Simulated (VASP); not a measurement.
Write the native input for VASP 6.6.1 that does the following.

```yaml
Task: relaxation of cell and atoms
Functional: PBEsol
Potentials_or_basis: VASP PAW PBE potentials, release 64 (Si)
Cutoff: 600 eV
k_mesh: 12 × 12 × 12
Occupations: gaussian, width 0.02 eV
Spin: no spin polarisation
Dipole_correction: no
Further_INCAR_settings: ALGO = Normal; EDIFF = 1e-06; IBRION = 2; EDIFFG = -0.005; NSW = 100; ISIF = 3
```

The structure of Si lies in POSCAR:

```
Si
1.0
    0.0000000000      2.7154700000      2.7154700000
    2.7154700000      0.0000000000      2.7154700000
    2.7154700000      2.7154700000      0.0000000000
Si
2
Direct
    0.5000000000      0.5000000000      0.5000000000
    0.7500000000      0.7500000000      0.7500000000
```

The input as run:

INCAR

```
SYSTEM = Si
PREC = Accurate ; ENCUT = 600
EDIFF = 1E-6 ; ISMEAR = 0
SIGMA = 0.02 ; LREAL = .False.
LASPH = .True. ; NELM = 100
ALGO = Normal ; ISIF = 3
LWAVE = .False. ; LCHARG = .False.
GGA = PS ; IBRION = 2
NSW = 100 ; EDIFFG = -0.005
```

KPOINTS

```
Automatic mesh
0
Gamma
  12 12 12
  0 0 0
```

Potentials or basis: VASP PAW PBE potentials, release 64 (Si).

Launch:

```console
$ cat potpaw_PBE.64/Si/POTCAR > POTCAR
$ mpirun -np 1 vasp_std > vasp.out
```

It gave:

```
Relaxed volume                         : 20.08 Å³/atom
Relaxed cell                           : a = 3.844 Å, b = 3.844 Å, c = 3.844 Å, α = 60.00°, β = 60.00°, γ = 60.00°
Space group after relaxing (to 0.05 Å) : Fd-3m (No. 227)
Energy gained by relaxing              : 0.0 meV/atom
Ionic steps                            : 3
Pressure after relaxing                : 0.0 GPa
Band gap on the k mesh                 : 0.46 eV, indirect (least direct gap 2.52 eV)
```

Caveat: the PAW data sets were made with another functional, which shifts forces and pressure a little.

It took 25 s on 1 thread of Intel(R) Xeon(R) Platinum 8259CL CPU @ 2.50GHz (Skylake/Cascade Lake) (shared host), peak memory 0.18 GiB.
